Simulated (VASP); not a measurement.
# LaP (I4/mmm) in VASP: notebook

LaP is run at these levels: LDA; tasks: single point.

Everything below comes from runs of VASP 6.6.1. Logs are shortened: lines on timing, memory, paths and dates and some standing lists are left out, and cuts for length are marked.

## Step 1: The cell of the first run

The structure is tetragonal, space group I4/mmm (No. 139). The conventional cell has a = 4.303 Å, b = 4.303 Å, c = 6.025 Å, α = 90.00°, β = 90.00°, γ = 90.00°. Within 4.0 Å of La (site symmetry 4/mmm) lie 6 P at 3.01 to 3.04 Å. P (site symmetry 4/mmm) has 6 La at 3.01 to 3.04 Å within 4.0 Å.

## Step 2: Single point, LDA (equal xx and yy strain of +1 %)

Contents of INCAR:

```
SYSTEM = LaP
ALGO     = Normal         ! electronic algorithm
EDIFF    = 1E-6           ! SCF threshold, eV
ENCUT    = 520            ! plane-wave cutoff, eV
ISIF     = 2              ! what is computed and relaxed
ISMEAR   = -1             ! smearing method
LASPH    = .True.         ! aspherical terms in the spheres
LCHARG   = .False.        ! write CHGCAR
LREAL    = .False.        ! projectors in reciprocal space
LWAVE    = .False.        ! write WAVECAR
NBANDS   = 15             ! bands
NELM     = 60             ! most SCF steps
PREC     = Accurate       ! precision mode
SIGMA    = 0.03           ! smearing width, eV
```

Contents of KPOINTS:

```
k-points
0
Gamma
  10 10 10
  0 0 0
```

Contents of POSCAR:

```
LaP
1.0
    0.0000000000      3.0426250000      3.0125000000
    3.0426250000      0.0000000000      3.0125000000
    3.0426250000      3.0426250000      0.0000000000
La P
1 1
Direct
    0.0000000000      0.0000000000      0.0000000000
    0.5000000000      0.5000000000      0.5000000000
```

Potentials or basis: VASP PAW LDA potentials, release 64 (La, P).

Run with:

```console
> cat potpaw_LDA.64/La/POTCAR potpaw_LDA.64/P/POTCAR > POTCAR
> mpirun -np 1 vasp_std > vasp.out
```

OUTCAR:

```text
SYSTEM = LaP
   EDIFF = 1E-6
   ENCUT = 520
   ISIF = 2
   ISMEAR = -1
   LASPH = .True.
   LREAL = .False.
   NELM = 60
   PREC = Accurate

 ion  position               nearest neighbor table
   1  0.000  0.000  0.000-   2 3.01   2 3.01   2 3.04   2 3.04   2 3.04   2 3.04
   2  0.500  0.500  0.500-   1 3.01   1 3.01   1 3.04   1 3.04   1 3.04   1 3.04

  LATTYP: Found a body centered tetragonal cell.
 ALAT       =     4.3029215402
 C/A-ratio  =     1.4002114479

  Lattice vectors:

 A1 = (   0.0000000000,  -3.0426250000,  -3.0125000000)
 A2 = (   0.0000000000,   3.0426250000,  -3.0125000000)
 A3 = (   3.0426250000,   0.0000000000,   3.0125000000)

Analysis of symmetry for initial positions (statically):
=====================================================================
 Subroutine PRICEL returns:
 Original cell was already a primitive cell.

 Routine SETGRP: Setting up the symmetry group for a
 body centered tetragonal supercell.

 Subroutine GETGRP returns: Found 16 space group operations
 (whereof 16 operations were pure point group operations)
 out of a pool of 16 trial point group operations.

The static configuration has the point symmetry D_4h.

Analysis of symmetry for dynamics (positions and initial velocities):
=====================================================================
 Subroutine PRICEL returns:
 Original cell was already a primitive cell.

 Routine SETGRP: Setting up the symmetry group for a
 body centered tetragonal supercell.

 Subroutine GETGRP returns: Found 16 space group operations
 (whereof 16 operations were pure point group operations)
 out of a pool of 16 trial point group operations.

The dynamic configuration has the point symmetry D_4h.

 Subroutine INISYM returns: Found 16 space group operations
 (whereof 16 operations are pure point group operations),
 and found     1 'primitive' translations

----------------------------------------------------------------------------------------

                                     Primitive cell

  volume of cell :      55.7768

  direct lattice vectors                    reciprocal lattice vectors
     0.000000000  3.042625000  3.012500000    -0.164331786  0.164331786  0.165975104
     3.042625000  0.000000000  3.012500000     0.164331786 -0.164331786  0.165975104
     3.042625000  3.042625000  0.000000000     0.164331786  0.164331786 -0.165975104

  length of vectors
     4.281672937  4.281672937  4.302921540     0.285582924  0.285582924  0.285582924

  position of ions in fractional coordinates (direct lattice)
     0.000000000  0.000000000  0.000000000
     0.500000000  0.500000000  0.500000000

  ion indices of the primitive-cell ions
   primitive index   ion index
                 1           1
                 2           2

----------------------------------------------------------------------------------------

 KPOINTS: k-points

Automatic generation of k-mesh.
 Grid dimensions read from file:
 generate k-points for:   10   10   10

 Generating k-lattice:

  Cartesian coordinates                     Fractional coordinates (reciprocal lattice)
    -0.016433179  0.016433179  0.016597510     0.100000000  0.000000000  0.000000000
     0.016433179 -0.016433179  0.016597510     0.000000000  0.100000000  0.000000000
     0.016433179  0.016433179 -0.016597510     0.000000000  0.000000000  0.100000000

  Length of vectors
     0.028558292  0.028558292  0.028558292

  Shift w.r.t. Gamma in fractional coordinates (k-lattice)
     0.000000000  0.000000000  0.000000000

 Subroutine IBZKPT returns following result:
 ===========================================

 Found    102 irreducible k-points:

 Following reciprocal coordinates:
            Coordinates               Weight
  0.000000  0.000000  0.000000      1.000000
  0.100000  0.000000  0.000000      8.000000
  0.200000  0.000000  0.000000      8.000000
  0.300000 -0.000000  0.000000      8.000000
  0.400000 -0.000000  0.000000      8.000000
  0.500000 -0.000000  0.000000      4.000000
[... 16 lines left out ...]
  0.300000  0.300000  0.000000      2.000000
  0.400000  0.300000  0.000000      8.000000
 [... further k-points ...]
   k-points           NKPTS =    102   k-points in BZ     NKDIM =    102   number of bands    NBANDS=     15
   number of dos      NEDOS =    301   number of ions     NIONS =      2
   total plane-waves  NPLWV =  32768
   dimension x,y,z NGX =    32 NGY =   32 NGZ =   32
   dimension x,y,z NGXF=    64 NGYF=   64 NGZF=   64
   ions per type =               1   1
   NGX,Y,Z   is equivalent  to a cutoff of  12.42, 12.42, 12.36 a.u.
   NGXF,Y,Z  is equivalent  to a cutoff of  24.85, 24.85, 24.73 a.u.
 SYSTEM =  LaP
   PREC   = accura    normal or accurate (medium, high low for compatibility)
   ISTART =      0    job   : 0-new  1-cont  2-samecut
   ICHARG =      2    charge: 1-file 2-atom 10-const
   ISPIN  =      1    spin polarized calculation?
   LNONCOLLINEAR =      F non collinear calculations
   LSORBIT =      F    spin-orbit coupling
   LASPH  =      T    aspherical Exc in radial PAW
   ENCUT  =  520.0 eV  38.22 Ry    6.18 a.u.   7.96  7.96  8.00*2*pi/ulx,y,z
   NELM   =     60;   NELMIN=  2; NELMDL= -5     # of ELM steps
   EDIFF  = 0.1E-05   stopping-criterion for ELM
   LREAL  =      F    real-space projection
   EDIFFG = 0.1E-04   stopping-criterion for IOM
   NSW    =      0    number of steps for IOM
   IBRION =     -1    ionic relax: 0-MD 1-quasi-New 2-CG
   NFREE  =      0    steps in history (QN), initial steepest desc. (CG)
   ISIF   =      2    stress and relaxation
   ISYM   =      2    0-nonsym 1-usesym 2-fastsym
   POTIM  = 0.5000    time-step for ionic-motion
   TEBEG  =    0.0;   TEEND  =   0.0 temperature during run
   PSTRESS=    0.0 pullay stress
   NELECT =      16.0000    total number of electrons
   NUPDOWN=      -1.0000    fix difference up-down
   EMIN   =  10.00;   EMAX   =-10.00  energy-range for DOS
   EFERMI =   0.00;   METHOD = LEGACY
   ISMEAR =    -1;   SIGMA  =   0.03  broadening in eV -4-tet -1-fermi 0-gaus
   EFERMI_NEDOS =   21; number of points for ismear=-14 and -15
   IALGO  =     38    algorithm
   IMIX   =      4    mixing-type and parameters
     AMIX     =   0.40;   BMIX     =  1.00
     AMIX_MAG =   1.60;   BMIX_MAG =  1.00
  volume/ion in A,a.u.               =      27.89       188.20
  Fermi-wavevector in a.u.,A,eV,Ry     =   1.079684  2.040308 15.860564  1.165719
  Thomas-Fermi vector in A             =   2.215656
   LORBIT       =      0    0 simple, 1 ext, 2 COOP (PROOUT), +10 PAW based schemes
   GGA     = CA    functional components
   LHFCALC =     F    Hartree Fock is set to
   AEXX    =    0.0000 exact exchange contribution
   IVDW    =     0    specifies the selected vdW correction
   LEPSILON=     F    determine dielectric tensor
   LRPA    =     F    only Hartree local field effects (RPA)
 non-spin polarized calculation
  energy-cutoff  :      520.00
  volume of cell :       55.78
 maximum number of plane-waves:      1524
   NGX = 15   NGY = 15   NGZ = 17

 number of electron      15.9999999 magnetization

 Free energy of the ion-electron system (eV)
  ---------------------------------------------------
  ext. energy  EPLUGINS =         0.00000000
  ---------------------------------------------------
  free energy    TOTEN  =       -14.65547767 eV

  energy without entropy =      -14.65474394  energy(sigma->0) =      -14.65511080

 E-fermi :   6.1052     XC(G=0):  -9.8518

 val. band max:        6.0845250130   @ k =   0.1000   0.0000   0.1000
 cond. band min:       6.1118379308   @ k =   0.4000   0.0000   0.4000
 fundamental gap:      0.0273129178
 Fermi energy:         6.1051959764

 k-point     1 :       0.0000    0.0000    0.0000
  band No.  band energies     occupation
      1     -25.5941      2.00000
      2      -9.1568      2.00000
      3      -9.1535      2.00000
      4      -9.1535      2.00000
      5      -2.9726      2.00000
      6       6.1913      0.10739
      7       6.1913      0.10739
      8       6.2226      0.03920
      9       7.8096      0.00000
     10       7.8096      0.00000
     11       7.8898      0.00000
     12       8.5409      0.00000
     13       8.6791      0.00000
     14       8.7277      0.00000
     15       9.0557      0.00000

 k-point     2 :       0.1000    0.0000    0.0000
  band No.  band energies     occupation
      1     -25.5898      2.00000
      2      -9.2249      2.00000
      3      -9.1600      2.00000
      4      -9.1587      2.00000
      5      -2.8425      2.00000
      6       5.7392      1.99999
      7       5.9088      1.99713
      8       5.9300      1.99421
      9       7.8131      0.00000
     10       7.9416      0.00000
     11       7.9918      0.00000
     12       8.6813      0.00000
     13       8.7818      0.00000
     14       8.8147      0.00000
     15       9.0572      0.00000

 k-point     3 :       0.2000    0.0000    0.0000
  band No.  band energies     occupation
      1     -25.5786      2.00000
      2      -9.3993      2.00000
      3      -9.1724      2.00000
      4      -9.1714      2.00000
      5      -2.5008      2.00000
      6       4.8367      2.00000
      7       5.3760      2.00000
      8       5.3911      2.00000
      9       7.8486      0.00000
     10       8.2395      0.00000
     11       8.2702      0.00000
     12       8.8648      0.00000
     13       8.8696      0.00000
     14       8.8860      0.00000
     15       9.0603      0.00000

 k-point     4 :       0.3000   -0.0000    0.0000
  band No.  band energies     occupation
      1     -25.5646      2.00000
      2      -9.5990      2.00000
      3      -9.1891      2.00000
      4      -9.1854      2.00000
      5      -2.0662      2.00000
      6       3.9619      2.00000
      7       4.9021      2.00000
      8       4.9104      2.00000
      9       8.0303      0.00000
     10       8.5094      0.00000
     11       8.5231      0.00000
     12       8.9045      0.00000
     13       8.9143      0.00000
     14       8.9602      0.00000
     15       9.0640      0.00000
[... 307 lines left out ...]
 k-point    22 :      -0.2000    0.2000    0.0000
  band No.  band energies     occupation
      1     -25.5601      2.00000
      2      -9.5520      2.00000
      3      -9.3031      2.00000
      4      -9.1823      2.00000
      5      -2.0914      2.00000
      6       3.9031      2.00000
      7       4.7487      2.00000
      8       5.3698      2.00000
      9       8.0733      0.00000
     10       8.3495      0.00000
     11       8.6900      0.00000
     12       8.8325      0.00000
     13       8.9253      0.00000
     14       8.9571      0.00000
     15       9.0498      0.00000

 k-point    23 :       0.3000    0.3000    0.0000
  band No.  band energies     occupation
      1     -25.5544      2.00000
      2      -9.5251      2.00000
      3      -9.2813      2.00000
      4      -9.2813      2.00000
      5      -2.3473      2.00000
      6       4.1958      2.00000
      7       5.8448      1.99966
      8       5.8448      1.99966
      9       6.4532      0.00002
     10       8.7657      0.00000
     11       8.7940      0.00000
     12       8.7940      0.00000
     13       8.8151      0.00000
     14       8.9467      0.00000
     15       9.3275      0.00000

 k-point    24 :       0.4000    0.3000    0.0000
  band No.  band energies     occupation
      1     -25.5455      2.00000
      2      -9.5875      2.00000
      3      -9.3179      2.00000
      4      -9.3014      2.00000
      5      -2.3335      2.00000
      6       4.3946      2.00000
      7       5.4859      2.00000
      8       5.7025      2.00000
      9       6.6413      0.00000
     10       8.7693      0.00000
     11       8.7985      0.00000
     12       8.8497      0.00000
     13       8.8515      0.00000
     14       8.9722      0.00000
     15       9.1994      0.00000

 [... further k-points ...]

------------------------ aborting loop because EDIFF is reached ----------------------------------------

  FORCE on cell =-STRESS in cart. coord.  units (eV):
  Direction    XX          YY          ZZ          XY          YZ          ZX
  --------------------------------------------------------------------------------------
  -------------------------------------------------------------------------------------
  Total       -1.7206368     -1.7206368     -1.2968591      0.0000000      0.0000000     -0.0000000
  in kB      -49.4249092    -49.4249092    -37.2519886      0.0000000      0.0000000     -0.0000000
  external PRESSURE =     -45.3672690 kB  Pullay stress =       0.0000000 kB

 VOLUME and BASIS-vectors are now :
 -----------------------------------------------------------------------------
  energy-cutoff  :      520.00
  volume of cell :       55.78
      direct lattice vectors                 reciprocal lattice vectors
     0.000000000  3.042625000  3.012500000    -0.164331786  0.164331786  0.165975104
     3.042625000  0.000000000  3.012500000     0.164331786 -0.164331786  0.165975104
     3.042625000  3.042625000  0.000000000     0.164331786  0.164331786 -0.165975104

 POSITION                                       TOTAL-FORCE (eV/Angst)
 -----------------------------------------------------------------------------------
      0.00000      0.00000      0.00000        -0.000000      0.000000      0.000000
      3.04263      3.04263      3.01250         0.000000     -0.000000     -0.000000
 -----------------------------------------------------------------------------------
    total drift:                                0.000000     -0.000000     -0.000000

  FREE ENERGIE OF THE ION-ELECTRON SYSTEM (eV)
  ---------------------------------------------------
  free  energy   TOTEN  =       -14.6554776692 eV

  energy  without entropy=      -14.6547439380  energy(sigma->0) =      -14.65511080
```

Run time: 1.7 min. Hardware: 1 thread of Intel Xeon 8259CL, shared host; peak memory 0.24 GiB.

What came out:

```
Free energy            : -14.6555 eV
Pressure               : -4.5 GPa
Band gap on the k mesh : zero (bands 8 and 9 overlap by 0.23 eV)
```

Stress tensor (GPa, compression positive):
```
-4.94  0.00  0.00
 0.00 -4.94  0.00
 0.00  0.00 -3.73
```

Caveat: the cell differs from its parent crystal (equal xx and yy strain of +1 %); the cell stands under tension; spin-orbit coupling is left out, which moves the levels of the heavy elements.

## Step 3: Single point, LDA (equal xx and yy strain of +2 %)

Contents of INCAR:

```
SYSTEM = LaP
  PREC = Accurate
  ENCUT = 520
  EDIFF = 1E-6
  ISMEAR = -1
  SIGMA = 0.03
  LREAL = .False.
  LASPH = .True.
  NELM = 80
  ALGO = Normal
  ISIF = 2
  LWAVE = .False.
  LCHARG = .False.
  GGA = CA
  NBANDS = 15
```

Contents of KPOINTS:

```
regular mesh
0
Gamma
  10 10 10
  0 0 0
```

Contents of POSCAR:

```
LaP
1.0
    0.0000000000      3.0727500000      3.0125000000
    3.0727500000      0.0000000000      3.0125000000
    3.0727500000      3.0727500000      0.0000000000
La P
1 1
Direct
    0.0000000000      0.0000000000      0.0000000000
    0.5000000000      0.5000000000      0.5000000000
```

Potentials or basis: VASP PAW LDA potentials, release 64 (La, P).

Run with:

```console
> cat potpaw_LDA.64/La/POTCAR potpaw_LDA.64/P/POTCAR > POTCAR
> mpirun -np 1 vasp_std > vasp.out
```

Run time: 1.8 min. Hardware: 1 thread of Intel Xeon 8259CL, shared host; peak memory 0.24 GiB.

The run converged. Its results:

- Free energy: -14.6161 eV
- Pressure: -5.7 GPa
- Band gap on the k mesh: zero (bands 8 and 9 overlap by 0.20 eV)

Stress tensor (GPa, compression positive):
```
-6.42  0.00  0.00
 0.00 -6.42  0.00
 0.00  0.00 -4.19
```

Levels at points of the mesh, in eV from the Fermi level:
```
           k point  band 5  band 6  band 7  band 8  band 9  band 10  band 11  band 12
(0.00, 0.00, 0.00)   -9.06    0.05    0.05    0.11    1.66     1.66     1.81     2.35
(0.50, 0.00, 0.00)   -7.69   -2.99   -1.60   -1.60    2.24     2.47     2.48     2.71
(0.50, 0.50, 0.00)   -8.67   -0.85   -0.19   -0.19   -0.09     2.58     2.61     2.70
(0.50, 0.00, 0.50)   -8.67   -0.99   -0.18   -0.10   -0.09     2.59     2.64     2.68
```

Caveat: the cell differs from its parent crystal (equal xx and yy strain of +2 %); the cell stands under tension; spin-orbit coupling is left out, which moves the levels of the heavy elements.
